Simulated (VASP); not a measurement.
Wanted: the native input for a VASP 6.6.1 run.

```
Task                   : single point
Functional             : PBE
Potentials or basis    : VASP PAW PBE potentials, release 64 (Ca_sv)
Cutoff                 : 520 eV
k mesh                 : 14 × 14 × 14
Occupations            : gaussian, width 0.15 eV
Spin                   : no spin polarisation
Dipole correction      : no
Further INCAR settings : ALGO = Fast; EDIFF = 1e-06; NBANDS = 11
```

The structure of Ca lies in POSCAR:

```
Ca
1.0
    0.0000000000      3.0177360000      2.9059680000
    3.0177360000      0.0000000000      2.9059680000
    3.0177360000      3.0177360000      0.0000000000
Ca
1
Direct
    0.0000000000      0.0000000000      0.0000000000
```

This cell differs from its parent crystal: strain +0.080 along x and y, +0.040 along z.

The input as run:

INCAR

```
PREC = Accurate
ENCUT = 520
EDIFF = 1E-6
ISMEAR = 0
SIGMA = 0.15
LREAL = F
LASPH = T
NELM = 100
ALGO = Fast
ISIF = 2
LWAVE = F
LCHARG = T
GGA = PE
LELF = T
LVHAR = T
NBANDS = 11
```

KPOINTS

```
regular mesh
0
Gamma
  14 14 14
```

Potentials or basis: VASP PAW PBE potentials, release 64 (Ca_sv).

Run with:

```console
$ cat potpaw_PBE.64/Ca_sv/POTCAR > POTCAR
$ mpirun -np 1 vasp_std > vasp.out
```

It gave:

```json
{"Pressure": "-2.7 GPa", "Band gap on the k mesh": "zero (bands 5 and 6 overlap by 0.54 eV)"}
```

Caveat: the cell differs from its parent crystal (strain +0.080 along x and y, +0.040 along z).

It took 57 s on 1 thread of Intel(R) Xeon(R) Platinum 8559C (Emerald Rapids), with other jobs on the host, peak memory 0.28 GiB.
